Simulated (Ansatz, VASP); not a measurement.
## CaMg in VASP and in Ansatz

```
CELL_PARAMETERS angstrom
4.11188 0.00000 0.00000
0.00000 4.11188 0.00000
0.00000 0.00000 3.57816
ATOMIC_POSITIONS crystal
Ca 0.00000 0.00000 0.00000
Mg 0.50000 0.50000 0.50000
```

Alike in both runs: task single point; functional LDA; k mesh 14 × 14 × 14; occupations gaussian, width 0.15 eV; no spin polarisation.

|  | VASP | Ansatz |
| --- | --- | --- |
| version | VASP 6.6.1 | Ansatz 0.2.0 |
| potentials or method | VASP PAW LDA potentials, release 64 (Ca_sv, Mg), cutoff 520 eV | scalar-relativistic, plane waves, PAW |
| valence electrons in the cell | 12 | 20 |

```csv
,VASP,Ansatz,Ansatz less VASP
gap on the k mesh at the Fermi level (eV),none,none,-
pressure (GPa),-1.5,-1.3,+0.15
"traceless stress, the component that is largest in VASP (GPa)",1.63,1.62,-0.016
```

LDA's correlation is that of Perdew and Zunger in VASP and of Perdew and Wang (1992) in Ansatz. A gap of «none» marks a metal or a gap that the smearing closes. VASP's potentials hold 12 valence electrons a cell and Ansatz's 20, so a difference there can come from the potentials and not from the codes.
